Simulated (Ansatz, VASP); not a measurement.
**One calculation of SrO, two programs**

```xyz
4
Lattice="3.5366 0.0000 -0.0177 -1.7683 3.0628 0.0088 -0.0311 0.0000 6.2130" Properties=species:S:1:pos:R:3 pbc="T T T"
Sr    0.0000    0.0000    0.0000
Sr   -0.0155    0.0000    3.1065
O    -0.0078    2.0419    1.5533
O     1.7450    1.0209    4.6509
```

Change from the starting cell: strain e5 = -0.01, atoms carried along.

Alike in both runs: task single point; functional PBEsol; k mesh 10 × 10 × 6; occupations gaussian, width 0.05 eV; no spin polarisation.

|  | VASP | Ansatz |
| --- | --- | --- |
| version | VASP 6.6.1 | Ansatz 0.2.0 |
| potentials or method | VASP PAW PBE potentials, release 64 (Sr_sv, O), cutoff 520 eV | scalar-relativistic, plane waves, PAW |
| valence electrons in the cell | 32 | 32 |

Ansatz gave:

```
gap on the k mesh at the Fermi level (eV)                     : 3.38
least direct gap on the mesh (eV)                             : 3.38
pressure (GPa)                                                : 0.0
traceless stress, the component that is largest in VASP (GPa) : 0.31
```

**Question.** Estimate VASP's values.

**Answer.** gap on the k mesh at the Fermi level (eV): 3.33; least direct gap on the mesh (eV): 3.33; pressure (GPa): 0.7; traceless stress, the component that is largest in VASP (GPa): 0.33.

VASP's potentials were made for PBE, not for PBEsol. The functional is the same, so the differences come from potentials, cutoffs and numerics.
